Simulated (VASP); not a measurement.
# SrO (I4/mmm) in VASP: notebook

Runs on SrO. Level: PBE. Tasks: single point.

All numbers are computed with VASP 6.6.1; they aren't measurements. Logs are shortened: lines on timing, memory, paths and dates and some standing lists are left out, and cuts for length are marked.

### Step 1. The cell of the first run

The structure is tetragonal, space group I4/mmm (No. 139). Conventional cell: a = 3.673 Å, b = 3.673 Å, c = 4.987 Å, α = 90.00°, β = 90.00°, γ = 90.00°. Within 3.3 Å of Sr (site symmetry 4/mmm) lie 6 O at 2.49 to 2.60 Å. Within 3.3 Å of O (site symmetry 4/mmm) lie 6 Sr at 2.49 to 2.60 Å.

### Step 2. Single point, PBE (strain +0.000 along x and y, -0.040 along z)

INCAR reads:

```
SYSTEM = SrO
ALGO = Normal ; EDIFF = 1E-7
ENCUT = 520 ; GGA = PE
ISIF = 2 ; ISMEAR = 0
LASPH = .TRUE. ; LCHARG = .FALSE.
LREAL = .FALSE. ; LWAVE = .FALSE.
NBANDS = 15 ; NELM = 100
PREC = Accurate ; SIGMA = 0.05
```

KPOINTS reads:

```
k-points
0
G
  8 8 8
  0 0 0
```

POSCAR reads:

```
SrO
1.0
    0.0000000000      2.5973917585      2.4934960882
    2.5973917585      0.0000000000      2.4934960882
    2.5973917585      2.5973917585      0.0000000000
Sr O
1 1
Direct
    0.0000000000      0.0000000000      0.0000000000
    0.5000000000      0.5000000000      0.5000000000
```

Potentials or basis: VASP PAW PBE potentials, release 64 (Sr_sv, O).

On the command line:

```sh
$ cat potpaw_PBE.64/Sr_sv/POTCAR potpaw_PBE.64/O/POTCAR > POTCAR
$ mpirun -np 1 vasp_std > vasp.out
```

OUTCAR:

```text
SYSTEM = SrO
   EDIFF = 1E-7
   ENCUT = 520
   GGA = PE
   ISIF = 2
   ISMEAR = 0
   LASPH = .TRUE.
   LREAL = .FALSE.
   NELM = 100
   PREC = Accurate

 ion  position               nearest neighbor table
   1  0.000  0.000  0.000-   2 2.49   2 2.49   2 2.60   2 2.60   2 2.60   2 2.60
   2  0.500  0.500  0.500-   1 2.49   1 2.49   1 2.60   1 2.60   1 2.60   1 2.60

  LATTYP: Found a body centered tetragonal cell.
 ALAT       =     3.6732666517
 C/A-ratio  =     1.3576450199

  Lattice vectors:

 A1 = (   0.0000000000,  -2.5973917585,  -2.4934960882)
 A2 = (   0.0000000000,   2.5973917585,  -2.4934960882)
 A3 = (   2.5973917585,   0.0000000000,   2.4934960882)

Analysis of symmetry for initial positions (statically):
=====================================================================
 Subroutine PRICEL returns:
 Original cell was already a primitive cell.

 Routine SETGRP: Setting up the symmetry group for a
 body centered tetragonal supercell.

 Subroutine GETGRP returns: Found 16 space group operations
 (whereof 16 operations were pure point group operations)
 out of a pool of 16 trial point group operations.

The static configuration has the point symmetry D_4h.

Analysis of symmetry for dynamics (positions and initial velocities):
=====================================================================
 Subroutine PRICEL returns:
 Original cell was already a primitive cell.

 Routine SETGRP: Setting up the symmetry group for a
 body centered tetragonal supercell.

 Subroutine GETGRP returns: Found 16 space group operations
 (whereof 16 operations were pure point group operations)
 out of a pool of 16 trial point group operations.

The dynamic configuration has the point symmetry D_4h.

 Subroutine INISYM returns: Found 16 space group operations
 (whereof 16 operations are pure point group operations),
 and found     1 'primitive' translations

----------------------------------------------------------------------------------------

                                     Primitive cell

  volume of cell :      33.6445

  direct lattice vectors                    reciprocal lattice vectors
     0.000000000  2.597391759  2.493496088    -0.192500803  0.192500803  0.200521670
     2.597391759  0.000000000  2.493496088     0.192500803 -0.192500803  0.200521670
     2.597391759  2.597391759  0.000000000     0.192500803  0.192500803 -0.200521670

  length of vectors
     3.600550887  3.600550887  3.673266652     0.338115452  0.338115452  0.338115452
[... 85 lines left out ...]
   IBRION =     -1    ionic relax: 0-MD 1-quasi-New 2-CG
   NFREE  =      0    steps in history (QN), initial steepest desc. (CG)
   ISIF   =      2    stress and relaxation
   ISYM   =      2    0-nonsym 1-usesym 2-fastsym
   POTIM  = 0.5000    time-step for ionic-motion
   TEBEG  =    0.0;   TEEND  =   0.0 temperature during run
   PSTRESS=    0.0 pullay stress
   NELECT =      16.0000    total number of electrons
   NUPDOWN=      -1.0000    fix difference up-down
   EMIN   =  10.00;   EMAX   =-10.00  energy-range for DOS
   EFERMI =   0.00;   METHOD = LEGACY
   ISMEAR =     0;   SIGMA  =   0.05  broadening in eV -4-tet -1-fermi 0-gaus
   EFERMI_NEDOS =   21; number of points for ismear=-14 and -15
   IALGO  =     38    algorithm
   IMIX   =      4    mixing-type and parameters
     AMIX     =   0.40;   BMIX     =  1.00
     AMIX_MAG =   1.60;   BMIX_MAG =  1.00
  volume/ion in A,a.u.               =      16.82       113.52
  Fermi-wavevector in a.u.,A,eV,Ry     =   1.277841  2.414770 22.216663  1.632879
  Thomas-Fermi vector in A             =   2.410418
   LORBIT       =      0    0 simple, 1 ext, 2 COOP (PROOUT), +10 PAW based schemes
   GGA     = PE    functional components
   LHFCALC =     F    Hartree Fock is set to
   AEXX    =    0.0000 exact exchange contribution
   IVDW    =     0    specifies the selected vdW correction
   LEPSILON=     F    determine dielectric tensor
   LRPA    =     F    only Hartree local field effects (RPA)
 non-spin polarized calculation
 Gauss-broadening in eV      SIGMA  =   0.05
  energy-cutoff  :      520.00
  volume of cell :       33.64
 maximum number of plane-waves:       925
   NGX = 13   NGY = 13   NGZ = 13

 number of electron      15.9999996 magnetization

 Free energy of the ion-electron system (eV)
  ---------------------------------------------------
  ext. energy  EPLUGINS =         0.00000000
  ---------------------------------------------------
  free energy    TOTEN  =       -12.01430755 eV

  energy without entropy =      -12.01430755  energy(sigma->0) =      -12.01430755

 E-fermi :   2.1803     XC(G=0): -10.0715

 val. band max:        1.8248609229   @ k =   0.0000   0.0000   0.0000
 cond. band min:       4.8722339590   @ k =   0.5000   0.5000   0.0000
 fundamental gap:      3.0473730361
 Fermi energy:         2.1802895963

 k-point     1 :       0.0000    0.0000    0.0000
  band No.  band energies     occupation
      1     -30.6342      2.00000
      2     -13.3948      2.00000
      3     -12.2704      2.00000
      4     -12.2704      2.00000
      5     -12.2500      2.00000
      6       1.6606      2.00000
      7       1.6606      2.00000
      8       1.8249      2.00000
      9       5.7271      0.00000
     10       7.8545      0.00000
     11       7.8545      0.00000
     12       8.1603      0.00000
     13       9.8611      0.00000
     14      10.4797      0.00000
[... 401 lines left out ...]
      2     -14.5623      2.00000
      3     -12.4192      2.00000
      4     -12.3776      2.00000
      5     -11.3989      2.00000
      6       0.0670      2.00000
      7       0.8504      2.00000
      8       1.0525      2.00000
      9       7.3892      0.00000
     10       8.8424      0.00000
     11      10.1904      0.00000
     12      10.4310      0.00000
     13      12.2996      0.00000
     14      12.6487      0.00000
     15      17.4353      0.00000

 [... further k-points ...]
[... 5 lines left out ...]
  --------------------------------------------------------------------------------------
  -------------------------------------------------------------------------------------
  Total        0.5409038      0.5409038      1.9348648      0.0000000      0.0000000      0.0000000
  in kB       25.7582880     25.7582880     92.1398717      0.0000000      0.0000000      0.0000000
  external PRESSURE =      47.8854826 kB  Pullay stress =       0.0000000 kB

 VOLUME and BASIS-vectors are now :
 -----------------------------------------------------------------------------
  energy-cutoff  :      520.00
  volume of cell :       33.64
      direct lattice vectors                 reciprocal lattice vectors
     0.000000000  2.597391759  2.493496088    -0.192500803  0.192500803  0.200521670
     2.597391759  0.000000000  2.493496088     0.192500803 -0.192500803  0.200521670
     2.597391759  2.597391759  0.000000000     0.192500803  0.192500803 -0.200521670

 POSITION                                       TOTAL-FORCE (eV/Angst)
 -----------------------------------------------------------------------------------
      0.00000      0.00000      0.00000         0.000000      0.000000      0.000000
      2.59739      2.59739      2.49350        -0.000000     -0.000000     -0.000000
 -----------------------------------------------------------------------------------
    total drift:                                0.000000      0.000000      0.000000

  FREE ENERGIE OF THE ION-ELECTRON SYSTEM (eV)
  ---------------------------------------------------
  free  energy   TOTEN  =       -12.0143075451 eV

  energy  without entropy=      -12.0143075451  energy(sigma->0) =      -12.01430755
```

stdout:

```text
POSCAR found type information on POSCAR SrO
 POSCAR found :  2 types and       2 ions
 scaLAPACK will be used
 LDA part: xc-table for (Slater+PW92), standard interpolation
 POSCAR, INCAR and KPOINTS ok, starting setup
 FFT: planning ... GRIDC
 FFT: planning ... GRID_SOFT
 FFT: planning ... GRID
 WAVECAR not read
 entering main loop
```

Wall time 32 s (1 thread of Intel Xeon 6975P-C, shared host); peak memory 0.18 GiB.

What came out:

| Quantity | Value |
| --- | --- |
| Free energy | -12.0143 eV |
| Pressure | 4.8 GPa |
| Band gap on the k mesh | 3.05 eV, indirect (least direct gap 3.27 eV) |

Stress tensor (GPa, compression positive):
```
2.58 0.00 0.00
0.00 2.58 0.00
0.00 0.00 9.21
```

Caveat: the cell differs from its parent crystal (strain +0.000 along x and y, -0.040 along z). A k mesh can miss the band edges.

### Step 3. Single point, PBE (strain -0.040 along x and y, +0.080 along z)

INCAR reads:

```
SYSTEM = SrO
  PREC = Accurate
  ENCUT = 520
  EDIFF = 1E-6
  ISMEAR = 0
  SIGMA = 0.05
  LREAL = .FALSE.
  LASPH = .TRUE.
  NELM = 100
  ALGO = Normal
  ISIF = 2
  LWAVE = .FALSE.
  LCHARG = .FALSE.
  GGA = PE
  NBANDS = 15
```

KPOINTS reads:

```
Automatic mesh
0
G
  8 8 8
  0 0 0
```

POSCAR reads:

```
SrO
1.0
    0.0000000000      2.4934960882      2.8051830992
    2.4934960882      0.0000000000      2.8051830992
    2.4934960882      2.4934960882      0.0000000000
Sr O
1 1
Direct
    0.0000000000      0.0000000000      0.0000000000
    0.5000000000      0.5000000000      0.5000000000
```

Potentials or basis: VASP PAW PBE potentials, release 64 (Sr_sv, O).

On the command line:

```sh
$ cat potpaw_PBE.64/Sr_sv/POTCAR potpaw_PBE.64/O/POTCAR > POTCAR
$ mpirun -np 1 vasp_std > vasp.out
```

Run time: 36 s. Hardware: 1 thread of Intel Xeon 6975P-C, shared host; peak memory 0.18 GiB.

It converged, with:

```yaml
Free_energy: -11.9420 eV
Pressure: 3.5 GPa
Band_gap_on_the_k_mesh: 3.10 eV, indirect (least direct gap 3.16 eV)
```

Stress tensor (GPa, compression positive):
```
 7.74  0.00  0.00
 0.00  7.74  0.00
 0.00  0.00 -4.92
```

Levels at points of the mesh, in eV from the valence-band top:
| k point | band 4 | band 5 | band 6 | band 7 | band 8 | band 9 | band 10 | band 11 | band 12 | band 13 |
| --- | --- | --- | --- | --- | --- | --- | --- | --- | --- | --- |
| (0.00, 0.00, 0.00) | -14.18 | -14.18 | -0.32 | 0.00 | 0.00 | 3.38 | 5.51 | 6.42 | 6.42 | 7.87 |
| (0.50, 0.00, 0.00) | -14.16 | -12.87 | -2.25 | -1.28 | -1.27 | 6.26 | 8.02 | 8.61 | 8.78 | 10.84 |
| (0.50, 0.50, 0.00) | -14.41 | -14.41 | -0.97 | -0.07 | -0.07 | 3.44 | 7.62 | 9.56 | 10.05 | 10.68 |
| (0.50, 0.00, 0.50) | -14.71 | -14.57 | -0.47 | -0.34 | -0.05 | 3.10 | 7.36 | 9.93 | 10.08 | 10.09 |

Caveat: the cell differs from its parent crystal (strain -0.040 along x and y, +0.080 along z). A k mesh can miss the band edges.

### Step 4. Single point, PBE (strain +0.040 along x and y, -0.040 along z)

INCAR reads:

```
PREC = Accurate ; ENCUT = 520
EDIFF = 1E-7 ; ISMEAR = 0
SIGMA = 0.05 ; LREAL = False
LASPH = True ; NELM = 100
ALGO = Normal ; ISIF = 2
LWAVE = False ; LCHARG = False
GGA = PE ; NBANDS = 15
```

KPOINTS reads:

```
regular mesh
0
Gamma
  8 8 8
```

POSCAR reads:

```
SrO
1.0
    0.0000000000      2.7012874288      2.4934960882
    2.7012874288      0.0000000000      2.4934960882
    2.7012874288      2.7012874288      0.0000000000
Sr O
1 1
Direct
    0.0000000000      0.0000000000      0.0000000000
    0.5000000000      0.5000000000      0.5000000000
```

On the command line:

```sh
$ cat potpaw_PBE.64/Sr_sv/POTCAR potpaw_PBE.64/O/POTCAR > POTCAR
$ mpirun -np 1 vasp_std > vasp.out
```

Wall time 40 s (1 thread of Intel Xeon 6975P-C, shared host); peak memory 0.18 GiB.

Results (log left out):

```yaml
Free_energy: -11.9948 eV
Pressure: -1.3 GPa
Band_gap_on_the_k_mesh: 2.93 eV, indirect (least direct gap 3.22 eV)
```

Stress tensor (GPa, compression positive):
```
-4.36  0.00  0.00
 0.00 -4.36  0.00
 0.00  0.00  4.81
```

Levels at points of the mesh, in eV from the valence-band top:
```tsv
k point	band 5	band 6	band 7	band 8	band 9	band 10	band 11	band 12
(0.00, 0.00, 0.00)	-14.47	-0.27	-0.27	0.00	3.22	5.73	5.73	6.27
(0.50, 0.00, 0.00)	-13.21	-2.23	-1.24	-1.22	6.05	7.69	8.23	8.40
(0.50, 0.50, 0.00)	-14.88	-0.41	-0.41	-0.39	2.93	7.21	9.54	9.81
(0.50, 0.00, 0.50)	-14.72	-0.85	-0.40	-0.09	3.24	7.02	9.42	9.67
```

Caveat: the cell differs from its parent crystal (strain +0.040 along x and y, -0.040 along z). A k mesh can miss the band edges.

### Step 5. Single point, PBE (strain +0.000 along x and y, +0.080 along z)

INCAR reads:

```
ALGO = Normal
EDIFF = 1E-7
ENCUT = 520
GGA = PE
ISIF = 2
ISMEAR = 0
LASPH = T
LCHARG = T
LELF = T
LREAL = F
LVHAR = T
LWAVE = F
NBANDS = 15
NELM = 100
PREC = Accurate
SIGMA = 0.05
```

KPOINTS reads:

```
k-points
0
Gamma
  8 8 8
```

POSCAR reads:

```
SrO
1.0
    0.0000000000      2.5973917585      2.8051830992
    2.5973917585      0.0000000000      2.8051830992
    2.5973917585      2.5973917585      0.0000000000
Sr O
1 1
Direct
    0.0000000000      0.0000000000      0.0000000000
    0.5000000000      0.5000000000      0.5000000000
```

On the command line:

```sh
$ cat potpaw_PBE.64/Sr_sv/POTCAR potpaw_PBE.64/O/POTCAR > POTCAR
$ mpirun -np 1 vasp_std > vasp.out
```

It took 36 s on 1 thread of Intel Xeon 6975P-C, shared host; peak memory 0.18 GiB.

Results (log left out):

```
Free energy            : -11.9819 eV
Pressure               : -4.3 GPa
Band gap on the k mesh : 3.11 eV, direct
```

Stress tensor (GPa, compression positive):
```
-2.62  0.00  0.00
 0.00 -2.62  0.00
 0.00  0.00 -7.51
```

Levels at points of the mesh, in eV from the valence-band top:
```tsv
k point	band 5	band 6	band 7	band 8	band 9	band 10	band 11	band 12
(0.00, 0.00, 0.00)	-14.53	-0.16	0.00	0.00	3.11	5.58	6.11	6.11
(0.50, 0.00, 0.00)	-13.31	-2.04	-1.04	-1.02	6.01	7.52	8.16	8.29
(0.50, 0.50, 0.00)	-14.73	-0.86	-0.12	-0.12	3.42	7.01	9.10	9.50
(0.50, 0.00, 0.50)	-14.84	-0.51	-0.33	-0.14	3.19	6.93	9.47	9.48
```

Caveat: the cell differs from its parent crystal (strain +0.000 along x and y, +0.080 along z). A k mesh can miss the band edges.

### Step 6. The runs side by side

```csv
cell,gap on the mesh (eV),pressure (GPa)
"a = 3.601, b = 3.601, c = 3.673 Å, angles 59.3, 59.3, 61.3°, 2 atoms",3.05,4.8
"a = 3.753, b = 3.753, c = 3.526 Å, angles 62.0, 62.0, 56.0°, 2 atoms",3.10,3.5
"a = 3.676, b = 3.676, c = 3.820 Å, angles 58.7, 58.7, 62.6°, 2 atoms",2.93,-1.3
"a = 3.823, b = 3.823, c = 3.673 Å, angles 61.3, 61.3, 57.4°, 2 atoms",3.11,-4.3
```

Alike in all rows: task single point; level PBE; potentials or basis VASP PAW PBE potentials, release 64 (Sr_sv, O); no spin polarisation; k mesh 8 × 8 × 8; cutoff (eV) 520; smearing gaussian 0.05 eV.

Total energies depend on the potentials used, so only differences within one code and one set of settings carry meaning.
